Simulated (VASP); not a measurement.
# Al2Pt in VASP: notebook

Al2Pt is run at these levels: LDA; tasks: electric field gradients.

Everything below comes from runs of VASP 6.6.1. Logs are shortened: lines on timing, memory, paths and dates and some standing lists are left out, and cuts for length are marked.

### Step 1. The cell of the first run

The structure is cubic, space group Fm-3m (No. 225). Conventional cell: a = 5.988 Å, b = 5.988 Å, c = 5.988 Å, α = 90.00°, β = 90.00°, γ = 90.00°. Al (site symmetry -43m) has 4 Pt at 2.59 Å and 6 Al at 2.99 Å within 3.4 Å. Within 3.4 Å of Pt (site symmetry m-3m) lie 8 Al at 2.59 Å.

### Step 2. Electric field gradients, LDA (volume scaled by 1.04)

Input file INCAR:

```
  ALGO = Normal
  EDIFF = 1E-8
  ENCUT = 520
  ISIF = 2
  ISMEAR = -1
  LASPH = T
  LCHARG = F
  LEFG = T
  LREAL = F
  LWAVE = F
  NBANDS = 15
  NELM = 60
  PREC = Accurate
  SIGMA = 0.08
```

Input file KPOINTS:

```
k-points
0
Gamma
  12 12 12
```

Input file POSCAR:

```
Al2Pt
1.0
    0.0000000000      2.9938860383      2.9938860383
    2.9938860383      0.0000000000      2.9938860383
    2.9938860383      2.9938860383      0.0000000000
Al Pt
2 1
Direct
    0.2500000000      0.2500000000      0.2500000000
    0.7500000000      0.7500000000      0.7500000000
    0.0000000000      0.0000000000      0.0000000000
```

Potentials or basis: VASP PAW LDA potentials, release 64 (Al, Pt).

Started as:

```
> cat potpaw_LDA.64/Al/POTCAR potpaw_LDA.64/Pt/POTCAR > POTCAR
> mpirun -np 1 vasp_std > vasp.out
```

OUTCAR:

```text
EDIFF = 1E-8
   ENCUT = 520
   ISIF = 2
   ISMEAR = -1
   LASPH = T
   LREAL = F
   NELM = 60
   PREC = Accurate

 ion  position               nearest neighbor table
   1  0.250  0.250  0.250-   3 2.59   3 2.59   3 2.59   3 2.59   2 2.99   2 2.99   2 2.99   2 2.99
                             2 2.99   2 2.99
   2  0.750  0.750  0.750-   3 2.59   3 2.59   3 2.59   3 2.59   1 2.99   1 2.99   1 2.99   1 2.99
                             1 2.99   1 2.99
   3  0.000  0.000  0.000-   1 2.59   2 2.59   2 2.59   2 2.59   2 2.59   1 2.59   1 2.59   1 2.59

  LATTYP: Found a face centered cubic cell.
 ALAT       =     5.9877720766

  Lattice vectors:

 A1 = (   0.0000000000,   2.9938860383,   2.9938860383)
 A2 = (   2.9938860383,   0.0000000000,   2.9938860383)
 A3 = (   2.9938860383,   2.9938860383,   0.0000000000)

Analysis of symmetry for initial positions (statically):
=====================================================================
 Subroutine PRICEL returns:
 Original cell was already a primitive cell.

 Routine SETGRP: Setting up the symmetry group for a
 face centered cubic supercell.

 Subroutine GETGRP returns: Found 48 space group operations
[... 9 lines left out ...]

 Routine SETGRP: Setting up the symmetry group for a
 face centered cubic supercell.

 Subroutine GETGRP returns: Found 48 space group operations
 (whereof 48 operations were pure point group operations)
 out of a pool of 48 trial point group operations.

The dynamic configuration has the point symmetry O_h .

 Subroutine INISYM returns: Found 48 space group operations
 (whereof 48 operations are pure point group operations),
 and found     1 'primitive' translations

----------------------------------------------------------------------------------------

                                     Primitive cell

  volume of cell :      53.6705

  direct lattice vectors                    reciprocal lattice vectors
     0.000000000  2.993886038  2.993886038    -0.167007025  0.167007025  0.167007025
     2.993886038  0.000000000  2.993886038     0.167007025 -0.167007025  0.167007025
     2.993886038  2.993886038  0.000000000     0.167007025  0.167007025 -0.167007025

  length of vectors
     4.233994240  4.233994240  4.233994240     0.289264652  0.289264652  0.289264652

  position of ions in fractional coordinates (direct lattice)
     0.250000000  0.250000000  0.250000000
     0.750000000  0.750000000  0.750000000
     0.000000000  0.000000000  0.000000000

  ion indices of the primitive-cell ions
   primitive index   ion index
                 1           1
                 2           2
                 3           3

----------------------------------------------------------------------------------------

 KPOINTS: k-points

Automatic generation of k-mesh.
 Grid dimensions read from file:
 generate k-points for:   12   12   12

 Generating k-lattice:

  Cartesian coordinates                     Fractional coordinates (reciprocal lattice)
    -0.013917252  0.013917252  0.013917252     0.083333333  0.000000000  0.000000000
     0.013917252 -0.013917252  0.013917252     0.000000000  0.083333333  0.000000000
     0.013917252  0.013917252 -0.013917252     0.000000000  0.000000000  0.083333333

  Length of vectors
     0.024105388  0.024105388  0.024105388

  Shift w.r.t. Gamma in fractional coordinates (k-lattice)
     0.000000000  0.000000000  0.000000000

 Subroutine IBZKPT returns following result:
 ===========================================

 Found     72 irreducible k-points:

 Following reciprocal coordinates:
            Coordinates               Weight
  0.000000  0.000000  0.000000      1.000000
  0.083333  0.000000  0.000000      8.000000
  0.166667  0.000000  0.000000      8.000000
  0.250000  0.000000  0.000000      8.000000
  0.333333  0.000000  0.000000      8.000000
  0.416667  0.000000  0.000000      8.000000
[... 16 lines left out ...]
  0.500000  0.166667  0.000000     24.000000
 -0.416667  0.166667  0.000000     24.000000
 [... further k-points ...]
   k-points           NKPTS =     72   k-points in BZ     NKDIM =     72   number of bands    NBANDS=     15
   number of dos      NEDOS =    301   number of ions     NIONS =      3
   total plane-waves  NPLWV =  32768
   dimension x,y,z NGX =    32 NGY =   32 NGZ =   32
   dimension x,y,z NGXF=    64 NGYF=   64 NGZF=   64
   ions per type =               2   1
   NGX,Y,Z   is equivalent  to a cutoff of  12.56, 12.56, 12.56 a.u.
   NGXF,Y,Z  is equivalent  to a cutoff of  25.13, 25.13, 25.13 a.u.
 SYSTEM =  unknown system
   PREC   = accura    normal or accurate (medium, high low for compatibility)
   ISTART =      0    job   : 0-new  1-cont  2-samecut
   ICHARG =      2    charge: 1-file 2-atom 10-const
   ISPIN  =      1    spin polarized calculation?
   LNONCOLLINEAR =      F non collinear calculations
   LSORBIT =      F    spin-orbit coupling
   LASPH  =      T    aspherical Exc in radial PAW
   ENCUT  =  520.0 eV  38.22 Ry    6.18 a.u.   7.87  7.87  7.87*2*pi/ulx,y,z
   NELM   =     60;   NELMIN=  2; NELMDL= -5     # of ELM steps
   EDIFF  = 0.1E-07   stopping-criterion for ELM
   LREAL  =      F    real-space projection
   EDIFFG = 0.1E-06   stopping-criterion for IOM
   NSW    =      0    number of steps for IOM
   IBRION =     -1    ionic relax: 0-MD 1-quasi-New 2-CG
   NFREE  =      0    steps in history (QN), initial steepest desc. (CG)
   ISIF   =      2    stress and relaxation
   ISYM   =      2    0-nonsym 1-usesym 2-fastsym
   POTIM  = 0.5000    time-step for ionic-motion
   TEBEG  =    0.0;   TEEND  =   0.0 temperature during run
   PSTRESS=    0.0 pullay stress
   NELECT =      16.0000    total number of electrons
   NUPDOWN=      -1.0000    fix difference up-down
   EMIN   =  10.00;   EMAX   =-10.00  energy-range for DOS
   EFERMI =   0.00;   METHOD = LEGACY
   ISMEAR =    -1;   SIGMA  =   0.08  broadening in eV -4-tet -1-fermi 0-gaus
   EFERMI_NEDOS =   21; number of points for ismear=-14 and -15
   IALGO  =     38    algorithm
   IMIX   =      4    mixing-type and parameters
     AMIX     =   0.40;   BMIX     =  1.00
     AMIX_MAG =   1.60;   BMIX_MAG =  1.00
  volume/ion in A,a.u.               =      17.89       120.73
  Fermi-wavevector in a.u.,A,eV,Ry     =   1.093628  2.066657 16.272866  1.196022
  Thomas-Fermi vector in A             =   2.229917
   LORBIT       =      0    0 simple, 1 ext, 2 COOP (PROOUT), +10 PAW based schemes
   GGA     = CA    functional components
   LHFCALC =     F    Hartree Fock is set to
   AEXX    =    0.0000 exact exchange contribution
   IVDW    =     0    specifies the selected vdW correction
   LEPSILON=     F    determine dielectric tensor
   LRPA    =     F    only Hartree local field effects (RPA)
 non-spin polarized calculation
  energy-cutoff  :      520.00
  volume of cell :       53.67
 maximum number of plane-waves:      1464
   NGX = 15   NGY = 15   NGZ = 15

 number of electron      16.0000001 magnetization

 Free energy of the ion-electron system (eV)
  ---------------------------------------------------
  ext. energy  EPLUGINS =         0.00000000
  ---------------------------------------------------
  free energy    TOTEN  =       -18.51752067 eV

  energy without entropy =      -18.49127611  energy(sigma->0) =      -18.50439839

 E-fermi :   7.2691     XC(G=0): -10.7163

 val. band max:        7.2402792272   @ k =  -0.3333   0.3333   0.0000
 cond. band min:       7.2985295904   @ k =   0.3333   0.2500   0.0000
 fundamental gap:      0.0582503631
 Fermi energy:         7.2691238866

 k-point     1 :       0.0000    0.0000    0.0000
  band No.  band energies     occupation
      1      -2.6929      2.00000
      2       2.3790      2.00000
      3       2.3790      2.00000
      4       2.3790      2.00000
      5       3.7003      2.00000
      6       3.7003      2.00000
      7       9.7793      0.00000
      8      11.0461      0.00000
      9      11.0461      0.00000
     10      11.0461      0.00000
     11      12.4344      0.00000
     12      12.4344      0.00000
     13      12.4344      0.00000
     14      13.3966      0.00000
     15      13.3966      0.00000
[... 397 lines left out ...]
 k-point    24 :      -0.4167    0.1667    0.0000
  band No.  band energies     occupation
      1      -0.1286      2.00000
      2       1.3532      2.00000
      3       2.6049      2.00000
      4       2.8914      2.00000
      5       3.4281      2.00000
      6       3.7794      2.00000
      7       4.1256      2.00000
      8       6.7583      1.99663
      9       7.9103      0.00066
     10      10.6139      0.00000
     11      12.7357      0.00000
     12      12.9458      0.00000
     13      13.9803      0.00000
     14      15.7387      0.00000
     15      16.2743      0.00000

 [... further k-points ...]
[... 5 lines left out ...]
  --------------------------------------------------------------------------------------
  -------------------------------------------------------------------------------------
  Total       -2.7578220     -2.7578220     -2.7578220      0.0000000      0.0000000      0.0000000
  in kB      -82.3267595    -82.3267595    -82.3267595      0.0000000      0.0000000      0.0000000
  external PRESSURE =     -82.3267595 kB  Pullay stress =       0.0000000 kB

 VOLUME and BASIS-vectors are now :
 -----------------------------------------------------------------------------
  energy-cutoff  :      520.00
  volume of cell :       53.67
      direct lattice vectors                 reciprocal lattice vectors
     0.000000000  2.993886038  2.993886038    -0.167007025  0.167007025  0.167007025
     2.993886038  0.000000000  2.993886038     0.167007025 -0.167007025  0.167007025
     2.993886038  2.993886038  0.000000000     0.167007025  0.167007025 -0.167007025

 POSITION                                       TOTAL-FORCE (eV/Angst)
 -----------------------------------------------------------------------------------
      1.49694      1.49694      1.49694         0.000000      0.000000      0.000000
      4.49083      4.49083      4.49083        -0.000000      0.000000      0.000000
      0.00000      0.00000      0.00000        -0.000000     -0.000000     -0.000000
 -----------------------------------------------------------------------------------
    total drift:                                0.000000     -0.000000      0.000000

  FREE ENERGIE OF THE ION-ELECTRON SYSTEM (eV)
  ---------------------------------------------------
  free  energy   TOTEN  =       -18.5175206703 eV

  energy  without entropy=      -18.4912761112  energy(sigma->0) =      -18.50439839

 Electric field gradients (V/A^2)
---------------------------------------------------------------------
 ion       V_xx      V_yy      V_zz      V_xy      V_xz      V_yz
---------------------------------------------------------------------
   1      -0.000     0.000     0.000     0.000     0.000     0.000
   2      -0.000     0.000     0.000     0.000     0.000     0.000
   3      -0.000    -0.000    -0.000     0.000     0.000     0.000
---------------------------------------------------------------------

 Electric field gradients after diagonalization (V/A^2)
 (convention: |V_zz| > |V_xx| > |V_yy|)
----------------------------------------------------------------------
 ion       V_xx      V_yy      V_zz     asymmetry (V_yy - V_xx)/ V_zz
----------------------------------------------------------------------
   1      -0.000    -0.000     0.000       0.000
   2      -0.000    -0.000     0.000       0.000
   3      -0.000    -0.000     0.000       0.000
----------------------------------------------------------------------

           NMR quadrupolar parameters

 Cq : quadrupolar parameter    Cq=e*Q*V_zz/h
 eta: asymmetry parameters     (V_yy - V_xx)/ V_zz
 Q  : nuclear electric quadrupole moment in mb (millibarn)
----------------------------------------------------------------------
 ion       Cq(MHz)       eta       Q (mb)
----------------------------------------------------------------------
   1       0.000       0.000       1.000
   2       0.000       0.000       1.000
   3       0.000       0.000       1.000
----------------------------------------------------------------------
```

Run time: 36 s. Hardware: 1 thread of Intel Xeon Platinum 8559C (Emerald Rapids), shared host; peak memory 0.19 GiB.

What came out:

| Property | Result |
| --- | --- |
| Free energy | -18.5175 eV |
| Pressure | -8.2 GPa |
| Band gap on the k mesh | zero (band 8 reaches 11.05 eV, above the bottom of band 9 at 5.74 eV) |

Levels at points of the mesh, in eV from the Fermi level:
| k point | band 6 | band 7 | band 8 | band 9 | band 10 | band 11 |
| --- | --- | --- | --- | --- | --- | --- |
| (0.00, 0.00, 0.00) | -3.57 | 2.51 | 3.78 | 3.78 | 3.78 | 5.17 |
| (0.50, 0.00, 0.00) | -3.37 | -3.37 | 1.00 | 1.00 | 3.60 | 4.92 |
| (0.50, 0.50, 0.00) | -3.33 | -3.11 | -1.53 | -1.53 | 2.81 | 3.29 |

Caveat: without QUAD_EFG the Cq values of the log hold for a quadrupole moment of 1 mb, not for the nuclei; spin-orbit coupling is left out, which moves the levels of the heavy elements.

### Step 3. Electric field gradients, LDA (equal xx and yy strain of -2 %)

Input file INCAR:

```
PREC = Accurate ; ENCUT = 520
EDIFF = 1E-8 ; ISMEAR = -1
SIGMA = 0.08 ; LREAL = False
LASPH = True ; NELM = 80
ALGO = Normal ; ISIF = 2
LWAVE = False ; LCHARG = False
GGA = CA ; LEFG = True
NBANDS = 15
```

Input file KPOINTS:

```
regular mesh
0
Gamma
  12 12 12
```

Input file POSCAR:

```
Al2Pt
1.0
    0.0000000000      2.8959000000      2.9550000000
    2.8959000000      0.0000000000      2.9550000000
    2.8959000000      2.8959000000      0.0000000000
Al Pt
2 1
Direct
    0.2500000000      0.2500000000      0.2500000000
    0.7500000000      0.7500000000      0.7500000000
    0.0000000000      0.0000000000      0.0000000000
```

Potentials or basis: VASP PAW LDA potentials, release 64 (Al, Pt).

Started as:

```
> cat potpaw_LDA.64/Al/POTCAR potpaw_LDA.64/Pt/POTCAR > POTCAR
> mpirun -np 1 vasp_std > vasp.out
```

OUTCAR:

```text
PREC = Accurate
   ENCUT = 520
   EDIFF = 1E-8
   ISMEAR = -1
   LREAL = False
   LASPH = True
   NELM = 80
   ISIF = 2
   GGA = CA

 ion  position               nearest neighbor table
   1  0.250  0.250  0.250-   3 2.53   3 2.53   3 2.53   3 2.53   2 2.90   2 2.90   2 2.90   2 2.90
                             2 2.96   2 2.96
   2  0.750  0.750  0.750-   3 2.53   3 2.53   3 2.53   3 2.53   1 2.90   1 2.90   1 2.90   1 2.90
                             1 2.96   1 2.96
   3  0.000  0.000  0.000-   2 2.53   1 2.53   2 2.53   1 2.53   2 2.53   2 2.53   1 2.53   1 2.53

  LATTYP: Found a body centered tetragonal cell.
 ALAT       =     4.0954210553
[... 657 lines left out ...]
 Electric field gradients (V/A^2)
---------------------------------------------------------------------
 ion       V_xx      V_yy      V_zz      V_xy      V_xz      V_yz
---------------------------------------------------------------------
   1      -0.280    -0.280     0.561    -0.000     0.000     0.000
   2      -0.280    -0.280     0.561    -0.000     0.000     0.000
   3      14.826    14.826   -29.653    -0.000     0.000     0.000
---------------------------------------------------------------------

 Electric field gradients after diagonalization (V/A^2)
 (convention: |V_zz| > |V_xx| > |V_yy|)
----------------------------------------------------------------------
 ion       V_xx      V_yy      V_zz     asymmetry (V_yy - V_xx)/ V_zz
----------------------------------------------------------------------
   1      -0.281    -0.280     0.561       0.000
   2      -0.281    -0.280     0.561       0.000
   3      14.827    14.826   -29.653       0.000
----------------------------------------------------------------------

           NMR quadrupolar parameters

 Cq : quadrupolar parameter    Cq=e*Q*V_zz/h
 eta: asymmetry parameters     (V_yy - V_xx)/ V_zz
 Q  : nuclear electric quadrupole moment in mb (millibarn)
----------------------------------------------------------------------
 ion       Cq(MHz)       eta       Q (mb)
----------------------------------------------------------------------
   1       0.001       0.000       1.000
   2       0.001       0.000       1.000
   3      -0.072       0.000       1.000
----------------------------------------------------------------------
```

stdout:

```text
POSCAR found type information on POSCAR AlPt
 POSCAR found :  2 types and       3 ions
 scaLAPACK will be used
 LDA part: xc-table for (Slater(with rela. corr.)+CA(PZ))
 , standard interpolation
 POSCAR, INCAR and KPOINTS ok, starting setup
 FFT: planning ... GRIDC
 FFT: planning ... GRID_SOFT
 FFT: planning ... GRID
 WAVECAR not read
 entering main loop
ion   1

ion   2

ion   3
```

It took 82 s on 1 thread of Intel Xeon 6975P-C, shared host; peak memory 0.25 GiB.

Results:

- Free energy: -18.6015 eV
- Pressure: 2.1 GPa
- Band gap on the k mesh: zero (band 8 reaches 11.95 eV, above the bottom of band 9 at 6.57 eV)

Stress tensor (GPa, compression positive):
```
2.58 0.00 0.00
0.00 2.58 0.00
0.00 0.00 1.23
```

Levels at points of the mesh, in eV from the Fermi level:
```csv
k point,band 5,band 6,band 7,band 8,band 9,band 10,band 11,band 12
"(0.00, 0.00, 0.00)",-3.95,-3.86,3.11,3.74,3.89,3.89,5.51,5.51
"(0.50, 0.00, 0.00)",-3.90,-3.68,-3.65,0.92,1.08,3.77,5.20,5.34
"(0.50, 0.50, 0.00)",-4.01,-3.64,-3.36,-1.61,-1.61,3.48,3.51,8.10
"(0.50, 0.00, 0.50)",-3.93,-3.56,-3.36,-1.81,-1.65,3.28,3.37,8.09
```

Electric field gradients, principal values (V/Å²):
```tsv
atom	least	middle	greatest (by size)
1 Al	-0.280	-0.281	0.561
2 Al	-0.280	-0.281	0.561
3 Pt	14.826	14.827	-29.653
```

Caveat: the cell differs from its parent crystal (equal xx and yy strain of -2 %); without QUAD_EFG the Cq values of the log hold for a quadrupole moment of 1 mb, not for the nuclei; spin-orbit coupling is left out, which moves the levels of the heavy elements.

(Continued in part 2 of 2.)
